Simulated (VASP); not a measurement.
Write the native input for VASP 6.6.1 that does the following.

* Task: single point
* Functional: PBE
* Potentials or basis: VASP PAW PBE potentials, release 64 (Sr_sv, O)
* Cutoff: 520 eV
* k mesh: 6 × 6 × 1
* Occupations: gaussian, width 0.1 eV
* Spin: no spin polarisation
* Dipole correction: yes
* Further INCAR settings: ALGO = Normal; EDIFF = 1e-06; NBANDS = 20

The structure of Sr2O lies in POSCAR:

```
Sr2O
1.0
    3.8718417900      0.0000000000      0.0000000000
   -1.9359208900      3.3531136100      0.0000000000
    0.0000000000      0.0000000000     18.0000000000
Sr O
2 1
Direct
    0.3333333300      0.6666666700      0.4138729500
    0.6666666700      0.3333333300      0.5861270500
    0.0000000000      0.0000000000      0.5000000000
```

One way to write it, as run:

INCAR

```
PREC = Accurate
ENCUT = 520
EDIFF = 1E-6
ISMEAR = 0
SIGMA = 0.1
LREAL = False
LASPH = True
NELM = 60
ALGO = Normal
ISIF = 2
LWAVE = False
LCHARG = False
LDIPOL = True
IDIPOL = 3
DIPOL = 0.5 0.5 0.500
GGA = PE
NBANDS = 20
```

KPOINTS

```
regular mesh
0
Gamma
  6 6 1
```

Potentials or basis: VASP PAW PBE potentials, release 64 (Sr_sv, O).

Command:

```console
$ cat potpaw_PBE.64/Sr_sv/POTCAR potpaw_PBE.64/O/POTCAR > POTCAR
$ mpirun -np 1 vasp_std > vasp.out
```

Results of the run:

```
Largest force          : 0.366 eV/Å
Band gap on the k mesh : zero (band 13 reaches -0.06 eV, above the bottom of band 14 at -1.63 eV)
```

It took 45 s on 1 thread of Intel(R) Xeon(R) 6975P-C (Granite Rapids), on a shared host, peak memory 0.34 GiB.
